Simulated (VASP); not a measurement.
# NiO (I4/mmm) in VASP: further runs, part 2 of 2

VASP 6.6.1.

## (4) Single point, r2SCAN, collinear spin, ferromagnetic start

This run uses another cell than the first one, of 8.95 Å³/atom.

POSCAR

```
NiO
1.0
    2.0524125271      2.0524125271      0.0000000000
   -2.0524125271      2.0524125271      0.0000000000
    0.0000000000      0.0000000000      4.2482948100
Ni O
2 2
Direct
    0.0000000000      0.0000000000      0.0000000000
    0.5000000000      0.5000000000      0.5000000000
    0.5000000000      0.5000000000      0.0000000000
    0.0000000000      0.0000000000      0.5000000000
```

INCAR.step1

```
  ALGO = Normal
  EDIFF = 1E-4
  ENCUT = 520
  GGA = PE
  ISMEAR = 0
  ISPIN = 2
  LASPH = True
  LCHARG = False
  LMAXMIX = 4
  LREAL = False
  LWAVE = True
  MAGMOM = 1.83 1.83 0.32 0.32
  NBANDS = 28
  NELM = 150
  PREC = Accurate
  SIGMA = 0.02
```

INCAR.step2

```
  ALGO = Normal
  EDIFF = 1E-6
  ENCUT = 520
  ISIF = 2
  ISMEAR = 0
  ISPIN = 2
  ISTART = 1
  LASPH = True
  LCHARG = False
  LMAXMIX = 4
  LMIXTAU = True
  LORBIT = 11
  LREAL = False
  LWAVE = False
  MAGMOM = 1.83 1.83 0.32 0.32
  METAGGA = R2SCAN
  NBANDS = 28
  NELM = 150
  PREC = Accurate
  SIGMA = 0.02
```

KPOINTS

```
k-points
0
Gamma
  10 10 8
```

Potentials or basis: VASP PAW PBE potentials, release 64 (Ni, O).

Run with:

```console
$ cat potpaw_PBE.64/Ni/POTCAR potpaw_PBE.64/O/POTCAR > POTCAR
$ cp INCAR.step1 INCAR
$ mpirun -np 1 vasp_std > vasp.out
$ cp INCAR.step2 INCAR
$ mpirun -np 1 vasp_std > vasp.out
```

OUTCAR:

```text
EDIFF = 1E-6
   ENCUT = 520
   ISIF = 2
   ISMEAR = 0
   ISPIN = 2
   ISTART = 1
   LASPH = True
   LORBIT = 11
   LREAL = False
   METAGGA = R2SCAN
   NELM = 150
   PREC = Accurate

 ion  position               nearest neighbor table
   1  0.000  0.000  0.000-   3 2.05   3 2.05   3 2.05   3 2.05   4 2.12   4 2.12   2 2.95   2 2.95
                             2 2.95   2 2.95   2 2.95   2 2.95   2 2.95   2 2.95
   2  0.500  0.500  0.500-   4 2.05   4 2.05   4 2.05   4 2.05   3 2.12   3 2.12   1 2.95   1 2.95
                             1 2.95   1 2.95   1 2.95   1 2.95   1 2.95   1 2.95
   3  0.500  0.500  0.000-   1 2.05   1 2.05   1 2.05   1 2.05   2 2.12   2 2.12
   4  0.000  0.000  0.500-   2 2.05   2 2.05   2 2.05   2 2.05   1 2.12   1 2.12

  LATTYP: Found a simple tetragonal cell.
 ALAT       =     2.9025496314
 C/A-ratio  =     1.4636424349

  Lattice vectors:

 A1 = (   2.0524125271,   2.0524125271,   0.0000000000)
 A2 = (  -2.0524125271,   2.0524125271,   0.0000000000)
[... 986 lines left out ...]
      4       4.2275      1.00000
      5       4.2275      1.00000
      6       4.6267      1.00000
[... 733 lines left out ...]
     27      27.8342      0.00000
     28      29.6695      0.00000

 [... further k-points ...]
[... 5 lines left out ...]
  --------------------------------------------------------------------------------------
  -------------------------------------------------------------------------------------
  Total        2.2043691      2.2043691     -0.0463530      0.0000000      0.0000000      0.0000000
  in kB       98.6781386     98.6781386     -2.0749830      0.0000000      0.0000000      0.0000000
  external PRESSURE =      65.0937647 kB  Pullay stress =       0.0000000 kB

 VOLUME and BASIS-vectors are now :
 -----------------------------------------------------------------------------
  energy-cutoff  :      520.00
  volume of cell :       35.79
      direct lattice vectors                 reciprocal lattice vectors
     2.052412527  2.052412527  0.000000000     0.243615742  0.243615742  0.000000000
    -2.052412527  2.052412527  0.000000000    -0.243615742  0.243615742  0.000000000
     0.000000000  0.000000000  4.248294810     0.000000000  0.000000000  0.235388561

 POSITION                                       TOTAL-FORCE (eV/Angst)
 -----------------------------------------------------------------------------------
      0.00000      0.00000      0.00000        -0.000000     -0.000000     -0.000000
      0.00000      2.05241      2.12415        -0.000000     -0.000000     -0.000000
      0.00000      2.05241      0.00000        -0.000000     -0.000000      0.000000
      0.00000      0.00000      2.12415         0.000000      0.000000     -0.000000
 -----------------------------------------------------------------------------------
    total drift:                                0.000000     -0.000000     -0.000000

  FREE ENERGIE OF THE ION-ELECTRON SYSTEM (eV)
  ---------------------------------------------------
  free  energy   TOTEN  =       -40.1772978644 eV

  energy  without entropy=      -40.1772978644  energy(sigma->0) =      -40.17729786

 total charge

# of ion       s       p       d       tot
------------------------------------------
    1        0.344   0.436   8.187   8.967
    2        0.344   0.436   8.187   8.967
    3        1.555   3.507   0.000   5.062
    4        1.555   3.507   0.000   5.062
--------------------------------------------------
tot          3.798   7.887  16.374  28.059

 magnetization (x)

# of ion       s       p       d       tot
------------------------------------------
    1        0.012   0.012   1.666   1.690
    2        0.012   0.012   1.666   1.690
    3        0.029   0.250   0.000   0.278
    4        0.029   0.250   0.000   0.278
--------------------------------------------------
tot          0.082   0.524   3.332   3.938
```

OSZICAR.step1:

```text
N       E                     dE             d eps       ncg     rms          rms(c)
DAV:   1     0.254274723297E+03    0.25427E+03   -0.14813E+04 12468   0.149E+03
DAV:   2    -0.246988100403E+01   -0.25674E+03   -0.22988E+03 12116   0.339E+02
DAV:   3    -0.269631972700E+02   -0.24493E+02   -0.23109E+02 12872   0.112E+02
DAV:   4    -0.274513452522E+02   -0.48815E+00   -0.48627E+00 12632   0.160E+01
DAV:   5    -0.274626761251E+02   -0.11331E-01   -0.11329E-01 14028   0.239E+00    0.220E+01
DAV:   6    -0.249414456743E+02    0.25212E+01   -0.23672E+01 14848   0.829E+01    0.262E+01
DAV:   7    -0.228898193538E+02    0.20516E+01   -0.65413E+00 14424   0.628E+01    0.902E+00
DAV:   8    -0.229108144887E+02   -0.20995E-01   -0.78135E-01 14252   0.838E+00    0.557E+00
DAV:   9    -0.229051176019E+02    0.56969E-02   -0.54091E-02 16660   0.271E+00    0.139E+00
DAV:  10    -0.229070761965E+02   -0.19586E-02   -0.10875E-02 13292   0.990E-01    0.262E-01
DAV:  11    -0.229072857286E+02   -0.20953E-03   -0.54203E-04 13268   0.247E-01    0.155E-01
DAV:  12    -0.229073132267E+02   -0.27498E-04   -0.55431E-05  6716   0.112E-01
   1 F= -.22907313E+02 E0= -.22906982E+02  d E =-.661937E-03  mag=     3.2406
```

Wall time 8.1 min (1 thread of AMD EPYC 9R45 (Zen 5), shared host); peak memory 0.25 GiB.

What came out:

```
Free energy                                           : -40.1773 eV
Pressure                                              : 6.5 GPa
Band gap on the k mesh                                : 0.41 eV
Net moment                                            : 4.00 μB per cell
Site moments                                          : Ni +1.69; O +0.28 μB
Valence electrons inside the program's atomic spheres : Ni 8.97; O 5.06
```

Stress tensor (GPa, compression positive):
```
 9.87  0.00  0.00
 0.00  9.87  0.00
 0.00  0.00 -0.21
```

Caveat: the cell stands under pressure; the PAW data sets were made with another functional, which shifts forces and pressure a little.
